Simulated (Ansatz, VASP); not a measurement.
## Yb2Be2SiS2 in VASP and in Ansatz

```
Yb Be Si S
1.0
    -2.09177    4.42955    4.33504
     2.09177   -4.42955    4.33504
     2.09177    4.42955   -4.33504
Yb Be Si S
2 2 1 2
Direct
  0.70511 0.50000 0.20511
  0.29489 0.50000 0.79489
  0.50000 0.00000 0.50000
  0.00000 0.50000 0.50000
  0.00000 0.00000 0.00000
  0.28387 0.78387 0.50000
  0.71613 0.21613 0.50000
```

Alike in both runs: functional PBE; k mesh 3 × 3 × 3; occupations gaussian, width 0.15 eV; collinear spin.

Ansatz relaxed the structure, and its values are those at the end. VASP's run is a single point on that final structure, the one shown.

|  | VASP | Ansatz |
| --- | --- | --- |
| version | VASP 6.6.1 | Ansatz 0.2.0 |
| potentials or method | VASP PAW PBE potentials, release 64 (Yb, Be, Si, S), cutoff 520 eV | scalar-relativistic, plane waves, PAW |
| valence electrons in the cell | 68 | 68 |

```tsv
	VASP	Ansatz	Ansatz less VASP
gap on the k mesh at the Fermi level (eV)	none	none	-
pressure (GPa)	0.1	-0.1	-0.21
rms of the force components (eV/Å)	0.015	0.013	-0.0016
net moment per atom (μB)	0.00	0.00	0.000
```

A gap of «none» marks a metal or a gap that the smearing closes. Ansatz's warnings: seeded moment not kept.

The k mesh is coarse, so the values compare programs but aren't converged. Spin-orbit coupling is off throughout.
